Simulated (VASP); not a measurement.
# Ag (I4/mmm) in VASP: notebook

The runs below take Ag through single point, with r2SCAN.

Program: VASP 6.6.1. These are calculated values, not measurements. Logs are shortened: lines on timing, memory, paths and dates and some standing lists are left out, and cuts for length are marked.

## (1) The cell of the first run

Symmetry: I4/mmm, No. 139, tetragonal system. Conventional cell: a = 2.889 Å, b = 2.889 Å, c = 4.004 Å, α = 90.00°, β = 90.00°, γ = 90.00°. Within 3.8 Å of Ag (site symmetry 4/mmm) lie 12 Ag at 2.86 to 2.89 Å.

## (2) Single point, r2SCAN (strain -0.0200 x Voigt [0, 1, 0, 0, 0, 0])

Contents of POSCAR:

```
Ag
1.0
    0.0000000000      2.0022380000      2.0431000000
    2.0431000000      0.0000000000      2.0431000000
    2.0431000000      2.0022380000      0.0000000000
Ag
1
Direct
    0.0000000000      0.0000000000      0.0000000000
```

Contents of INCAR.step1:

```
ALGO     = Normal         # electronic algorithm
EDIFF    = 1E-4           # SCF threshold, eV
ENCUT    = 520            # plane-wave cutoff, eV
GGA      = PE             # functional
ISMEAR   = 0              # smearing method
LASPH    = T              # aspherical terms in the spheres
LCHARG   = F              # write CHGCAR
LREAL    = F              # projectors in reciprocal space
LWAVE    = T              # write WAVECAR
NBANDS   = 12             # bands
NELM     = 100            # most SCF steps
PREC     = Accurate       # precision mode
SIGMA    = 0.15           # smearing width, eV
```

Contents of INCAR.step2:

```
ALGO     = Normal         # electronic algorithm
EDIFF    = 1E-7           # SCF threshold, eV
ENCUT    = 520            # plane-wave cutoff, eV
ISIF     = 2              # what is computed and relaxed
ISMEAR   = 0              # smearing method
ISTART   = 1            
LASPH    = T              # aspherical terms in the spheres
LCHARG   = F              # write CHGCAR
LMIXTAU  = T            
LREAL    = F              # projectors in reciprocal space
LWAVE    = F              # write WAVECAR
METAGGA  = R2SCAN         # meta-GGA
NBANDS   = 12             # bands
NELM     = 100            # most SCF steps
PREC     = Accurate       # precision mode
SIGMA    = 0.15           # smearing width, eV
```

Contents of KPOINTS:

```
k-points
0
Gamma
  20 20 20
```

Potentials or basis: VASP PAW PBE potentials, release 64 (Ag).

The run is started by

```sh
> cat potpaw_PBE.64/Ag/POTCAR > POTCAR
> cp INCAR.step1 INCAR
> mpirun -np 1 vasp_std > vasp.out
> cp INCAR.step2 INCAR
> mpirun -np 1 vasp_std > vasp.out
```

OUTCAR:

```text
EDIFF = 1E-7
   ENCUT = 520
   ISIF = 2
   ISMEAR = 0
   ISTART = 1
   LASPH = T
   LREAL = F
   METAGGA = R2SCAN
   NELM = 100
   PREC = Accurate

 ion  position               nearest neighbor table
   1  0.000  0.000  0.000-

  LATTYP: Found a body centered tetragonal cell.
 ALAT       =     2.8893797293
 C/A-ratio  =     1.3859292911

  Lattice vectors:

 A1 = (   0.0000000000,  -2.0022380000,   2.0431000000)
 A2 = (   0.0000000000,  -2.0022380000,  -2.0431000000)
 A3 = (   2.0431000000,   2.0022380000,   0.0000000000)

Analysis of symmetry for initial positions (statically):
=====================================================================
 Subroutine PRICEL returns:
 Original cell was already a primitive cell.

 Routine SETGRP: Setting up the symmetry group for a
 body centered tetragonal supercell.

 Subroutine GETGRP returns: Found 16 space group operations
 (whereof 16 operations were pure point group operations)
 out of a pool of 16 trial point group operations.

The static configuration has the point symmetry D_4h.

Analysis of symmetry for dynamics (positions and initial velocities):
=====================================================================
 Subroutine PRICEL returns:
 Original cell was already a primitive cell.

 Routine SETGRP: Setting up the symmetry group for a
 body centered tetragonal supercell.

 Subroutine GETGRP returns: Found 16 space group operations
 (whereof 16 operations were pure point group operations)
 out of a pool of 16 trial point group operations.

The dynamic configuration has the point symmetry D_4h.

 Subroutine INISYM returns: Found 16 space group operations
 (whereof 16 operations are pure point group operations),
 and found     1 'primitive' translations

----------------------------------------------------------------------------------------

                                     Primitive cell

  volume of cell :      16.7157

  direct lattice vectors                    reciprocal lattice vectors
     0.000000000  2.002238000  2.043100000    -0.244726151  0.249720563  0.244726151
     2.043100000  0.000000000  2.043100000     0.244726151 -0.249720563  0.244726151
     2.043100000  2.002238000  0.000000000     0.244726151  0.249720563 -0.244726151

  length of vectors
     2.860631857  2.889379729  2.860631857     0.426781136  0.426781136  0.426781136

  position of ions in fractional coordinates (direct lattice)
     0.000000000  0.000000000  0.000000000

  ion indices of the primitive-cell ions
   primitive index   ion index
                 1           1

----------------------------------------------------------------------------------------

 KPOINTS: k-points

Automatic generation of k-mesh.
 Grid dimensions read from file:
 generate k-points for:   20   20   20

 Generating k-lattice:

  Cartesian coordinates                     Fractional coordinates (reciprocal lattice)
    -0.012236308  0.012486028  0.012236308     0.050000000  0.000000000  0.000000000
     0.012236308 -0.012486028  0.012236308    -0.000000000  0.050000000 -0.000000000
     0.012236308  0.012486028 -0.012236308     0.000000000  0.000000000  0.050000000

  Length of vectors
     0.021339057  0.021339057  0.021339057

  Shift w.r.t. Gamma in fractional coordinates (k-lattice)
     0.000000000  0.000000000  0.000000000

 Subroutine IBZKPT returns following result:
 ===========================================

 Found    641 irreducible k-points:

 Following reciprocal coordinates:
            Coordinates               Weight
  0.000000  0.000000  0.000000      1.000000
  0.050000  0.000000  0.000000      8.000000
  0.100000  0.000000 -0.000000      8.000000
  0.150000  0.000000  0.000000      8.000000
  0.200000  0.000000 -0.000000      8.000000
  0.250000  0.000000  0.000000      8.000000
[... 16 lines left out ...]
 -0.400000  0.050000  0.000000     16.000000
 -0.350000  0.050000 -0.000000     16.000000
 [... further k-points ...]
   k-points           NKPTS =    641   k-points in BZ     NKDIM =    641   number of bands    NBANDS=     12
   number of dos      NEDOS =    301   number of ions     NIONS =      1
   total plane-waves  NPLWV =  13824
   dimension x,y,z NGX =    24 NGY =   24 NGZ =   24
   dimension x,y,z NGXF=    48 NGYF=   48 NGZF=   48
   ions per type =               1
   NGX,Y,Z   is equivalent  to a cutoff of  13.95, 13.81, 13.95 a.u.
   NGXF,Y,Z  is equivalent  to a cutoff of  27.90, 27.62, 27.90 a.u.
 SYSTEM =  unknown system
   PREC   = accura    normal or accurate (medium, high low for compatibility)
   ISTART =      1    job   : 0-new  1-cont  2-samecut
   ICHARG =      0    charge: 1-file 2-atom 10-const
   ISPIN  =      1    spin polarized calculation?
   LNONCOLLINEAR =      F non collinear calculations
   LSORBIT =      F    spin-orbit coupling
   LASPH  =      T    aspherical Exc in radial PAW
   ENCUT  =  520.0 eV  38.22 Ry    6.18 a.u.   5.32  5.37  5.32*2*pi/ulx,y,z
   NELM   =    100;   NELMIN=  2; NELMDL=  0     # of ELM steps
   EDIFF  = 0.1E-06   stopping-criterion for ELM
   LREAL  =      F    real-space projection
   EDIFFG = 0.1E-05   stopping-criterion for IOM
   NSW    =      0    number of steps for IOM
   IBRION =     -1    ionic relax: 0-MD 1-quasi-New 2-CG
   NFREE  =      0    steps in history (QN), initial steepest desc. (CG)
   ISIF   =      2    stress and relaxation
   ISYM   =      2    0-nonsym 1-usesym 2-fastsym
   POTIM  = 0.5000    time-step for ionic-motion
   TEBEG  =    0.0;   TEEND  =   0.0 temperature during run
   PSTRESS=    0.0 pullay stress
   NELECT =      11.0000    total number of electrons
   NUPDOWN=      -1.0000    fix difference up-down
   EMIN   =  10.00;   EMAX   =-10.00  energy-range for DOS
   EFERMI =   0.00;   METHOD = LEGACY
   ISMEAR =     0;   SIGMA  =   0.15  broadening in eV -4-tet -1-fermi 0-gaus
   EFERMI_NEDOS =   21; number of points for ismear=-14 and -15
   IALGO  =     38    algorithm
   IMIX   =      4    mixing-type and parameters
     AMIX     =   0.40;   BMIX     =  1.00
     AMIX_MAG =   1.60;   BMIX_MAG =  1.00
  volume/ion in A,a.u.               =      16.72       112.80
  Fermi-wavevector in a.u.,A,eV,Ry     =   1.423959  2.690892 27.587969  2.027659
  Thomas-Fermi vector in A             =   2.544501
   LORBIT       =      0    0 simple, 1 ext, 2 COOP (PROOUT), +10 PAW based schemes
   METAGGA = R2SCAN    functional components
   LHFCALC =     F    Hartree Fock is set to
   AEXX    =    0.0000 exact exchange contribution
   IVDW    =     0    specifies the selected vdW correction
   LEPSILON=     F    determine dielectric tensor
   LRPA    =     F    only Hartree local field effects (RPA)
 non-spin polarized calculation
 Gauss-broadening in eV      SIGMA  =   0.15
  energy-cutoff  :      520.00
  volume of cell :       16.72
 maximum number of plane-waves:       471
 NGX is ok and might be reduce to    24
   NGX = 11   NGY = 11   NGZ = 11

 number of electron      11.0000001 magnetization

 Free energy of the ion-electron system (eV)
  ---------------------------------------------------
  ext. energy  EPLUGINS =         0.00000000
  ---------------------------------------------------
  free energy    TOTEN  =       -21.35343142 eV

  energy without entropy =      -21.35137610  energy(sigma->0) =      -21.35240376

 E-fermi :   8.7237     XC(G=0): -13.1079

 val. band max:        8.6746979793   @ k =   0.3000   0.5000   0.1000
 cond. band min:       8.7488001326   @ k =   0.5000   0.3000   0.1000
 fundamental gap:      0.0741021533
 Fermi energy:         8.7236902922

 k-point     1 :       0.0000    0.0000    0.0000
  band No.  band energies     occupation
      1       0.5951      2.00000
      2       3.4523      2.00000
      3       3.4523      2.00000
      4       3.5830      2.00000
      5       4.5085      2.00000
      6       4.6445      2.00000
      7      25.4171      0.00000
      8      29.1688      0.00000
      9      29.1688      0.00000
     10      29.4656      0.00000
     11      34.2708      0.00000
     12      35.2957      0.00000

 k-point     2 :       0.0500    0.0000    0.0000
  band No.  band energies     occupation
      1       0.6776      2.00000
      2       3.4458      2.00000
      3       3.4758      2.00000
      4       3.5932      2.00000
      5       4.5008      2.00000
      6       4.6339      2.00000
      7      25.4389      0.00000
      8      28.5184      0.00000
      9      29.2057      0.00000
     10      29.4153      0.00000
     11      34.4445      0.00000
     12      35.2793      0.00000

 k-point     3 :       0.1000    0.0000   -0.0000
  band No.  band energies     occupation
      1       0.9172      2.00000
      2       3.4151      2.00000
      3       3.5378      2.00000
      4       3.6390      2.00000
      5       4.4861      2.00000
      6       4.6093      2.00000
      7      25.3296      0.00000
      8      27.1512      0.00000
      9      29.3010      0.00000
     10      29.4908      0.00000
     11      33.7238      0.00000
     12      35.0177      0.00000
[... 286 lines left out ...]
 k-point    23 :      -0.4000    0.0500    0.0000
  band No.  band energies     occupation
      1       1.9456      2.00000
      2       3.4333      2.00000
      3       3.5886      2.00000
      4       5.1784      2.00000
      5       5.2406      2.00000
      6       7.3325      2.00000
      7      14.1665      0.00000
      8      24.6853      0.00000
      9      26.8607      0.00000
     10      28.2954      0.00000
     11      32.5884      0.00000
     12      33.0520      0.00000

 k-point    24 :      -0.3500    0.0500   -0.0000
  band No.  band energies     occupation
      1       2.0123      2.00000
      2       3.4929      2.00000
      3       3.6441      2.00000
      4       4.9599      2.00000
      5       5.0497      2.00000
      6       6.2716      2.00000
      7      15.8885      0.00000
      8      24.9262      0.00000
      9      27.1578      0.00000
     10      29.0595      0.00000
     11      32.4064      0.00000
     12      32.9048      0.00000

 [... further k-points ...]

------------------------ aborting loop because EDIFF is reached ----------------------------------------

  FORCE on cell =-STRESS in cart. coord.  units (eV):
  Direction    XX          YY          ZZ          XY          YZ          ZX
  --------------------------------------------------------------------------------------
  -------------------------------------------------------------------------------------
  Total        0.3920280      0.4713848      0.3920280      0.0000000      0.0000000      0.0000000
  in kB       37.5753244     45.1815576     37.5753244      0.0000000      0.0000000      0.0000000
  external PRESSURE =      40.1107355 kB  Pullay stress =       0.0000000 kB

 VOLUME and BASIS-vectors are now :
 -----------------------------------------------------------------------------
  energy-cutoff  :      520.00
  volume of cell :       16.72
      direct lattice vectors                 reciprocal lattice vectors
     0.000000000  2.002238000  2.043100000    -0.244726151  0.249720563  0.244726151
     2.043100000  0.000000000  2.043100000     0.244726151 -0.249720563  0.244726151
     2.043100000  2.002238000  0.000000000     0.244726151  0.249720563 -0.244726151

 POSITION                                       TOTAL-FORCE (eV/Angst)
 -----------------------------------------------------------------------------------
      0.00000      0.00000      0.00000        -0.000000      0.000000      0.000000
 -----------------------------------------------------------------------------------
    total drift:                                0.000000     -0.000000     -0.000000

  FREE ENERGIE OF THE ION-ELECTRON SYSTEM (eV)
  ---------------------------------------------------
  free  energy   TOTEN  =       -21.3534314175 eV

  energy  without entropy=      -21.3513761011  energy(sigma->0) =      -21.35240376
```

Wall time 3.8 min (1 thread of Intel Xeon Platinum 8488C (Sapphire Rapids), shared host); peak memory 0.25 GiB.

What came out:

| Item | Value |
| --- | --- |
| Free energy | -21.3534 eV |
| Pressure | 4.0 GPa |

Caveat: the cell differs from its parent crystal (strain -0.0200 x Voigt [0, 1, 0, 0, 0, 0]); the PAW data sets were made with another functional, which shifts forces and pressure a little.

[end of part 1 of 2]
